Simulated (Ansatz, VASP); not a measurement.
## PbW in VASP and in Ansatz

```
Pb W
1.0
     3.35922    0.00000    0.00000
    -1.67961    2.90917    0.00000
     0.00000    0.00000    5.94588
Pb W
1 1
Direct
  0.00000 0.00000 0.00000
  0.00000 0.00000 0.50000
```

Alike in both runs: task single point; functional PBE; k mesh 6 × 6 × 4; occupations gaussian, width 0.1 eV; no spin polarisation.

|  | VASP | Ansatz |
| --- | --- | --- |
| version | VASP 6.6.1 | Ansatz 0.2.0 |
| potentials or method | VASP PAW PBE potentials, release 64 (Pb_d, W_sv), cutoff 520 eV | scalar-relativistic, plane waves, PAW |
| valence electrons in the cell | 28 | 28 |

|  | VASP | Ansatz | Ansatz less VASP |
| --- | --- | --- | --- |
| gap on the k mesh at the Fermi level (eV) | none | none | - |
| pressure (GPa) | -16.2 | -16.2 | +0.03 |
| traceless stress, the component that is largest in VASP (GPa) | 1.20 | 1.17 | -0.027 |

A gap of «none» marks a metal or a gap that the smearing closes.

Neither program's run includes spin-orbit coupling.
